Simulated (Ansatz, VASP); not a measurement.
Two plane-wave programs on CO2

Contents of INCAR:

```
SYSTEM = CO2
ALGO     = Normal         ! electronic algorithm
EDIFF    = 1E-6           ! SCF threshold, eV
ENCUT    = 520            ! plane-wave cutoff, eV
GGA      = RP             ! functional
ISIF     = 2              ! what is computed and relaxed
ISMEAR   = 0              ! smearing method
LASPH    = .TRUE.         ! aspherical terms in the spheres
LCHARG   = .FALSE.        ! write CHGCAR
LREAL    = .FALSE.        ! projectors in reciprocal space
LWAVE    = .FALSE.        ! write WAVECAR
NBANDS   = 25             ! bands
NELM     = 100            ! most SCF steps
PREC     = Accurate       ! precision mode
SIGMA    = 0.05           ! smearing width, eV
```

The input KPOINTS:

```
k-points
0
G
  10 10 10
  0 0 0
```

The input POSCAR:

```
CO2
1.0
   -1.9824135382      1.9824135382      2.9913663684
    1.9824135382     -1.9824135382      2.9913663684
    1.9824135382      1.9824135382     -2.9913663684
C O
2 4
Direct
    0.0000000000      0.0000000000      0.0000000000
    0.7500000000      0.2500000000      0.5000000000
    0.3750000000      0.2893122308      0.4143122308
    0.7106877692      0.1250000000      0.0856877692
    0.8750000000      0.9606877692      0.5856877692
    0.0393122308      0.6250000000      0.9143122308
```

Input for Ansatz:

```yaml
crystal:
  lattice:
    - [-1.9824135382, 1.9824135382, 2.9913663684]
    - [1.9824135382, -1.9824135382, 2.9913663684]
    - [1.9824135382, 1.9824135382, -2.9913663684]
  atoms:
    - { symbol: C, position: [0.0, 0.0, 0.0] }
    - { symbol: C, position: [0.75, 0.25, 0.5] }
    - { symbol: O, position: [0.375, 0.2893122308, 0.4143122308] }
    - { symbol: O, position: [0.7106877692, 0.125, 0.0856877692] }
    - { symbol: O, position: [0.875, 0.9606877692, 0.5856877692] }
    - { symbol: O, position: [0.0393122308, 0.625, 0.9143122308] }
basis:
  ecutwfc: 420
  ecutrho_ratio: 4
kpoints:
  mp_grid: { grid: [10, 10, 10] }
hamiltonian:
  xc: rpbe
scf:
  occupations: { method: gaussian, width: 0.05 }
output:
  forces: true
  stress: true
  write_density: true
  write_potential: true
  elf: true
  volumetric_format: npy
```

Alike in both runs: task single point; functional RPBE; k mesh 10 × 10 × 10; occupations gaussian, width 0.05 eV; no spin polarisation.

```csv
,VASP,Ansatz
version,VASP 6.6.1,Ansatz 0.2.0
potentials or method,"VASP PAW PBE potentials, release 64 (C, O), cutoff 520 eV","scalar-relativistic, plane waves, PAW"
valence electrons in the cell,32,32
```

|  | VASP | Ansatz | Ansatz less VASP |
| --- | --- | --- | --- |
| gap on the k mesh at the Fermi level (eV) | 7.77 | 7.83 | +0.064 |
| pressure (GPa) | 6.9 | 5.7 | -1.25 |
| traceless stress, the component that is largest in VASP (GPa) | -0.27 | -0.12 | +0.157 |
| rms of the force components (eV/Å) | 0.109 | 0.077 | -0.0328 |

VASP's potentials were made for PBE, not for RPBE. Atom by atom the forces differ by 0.033 eV/Å (rms over components).
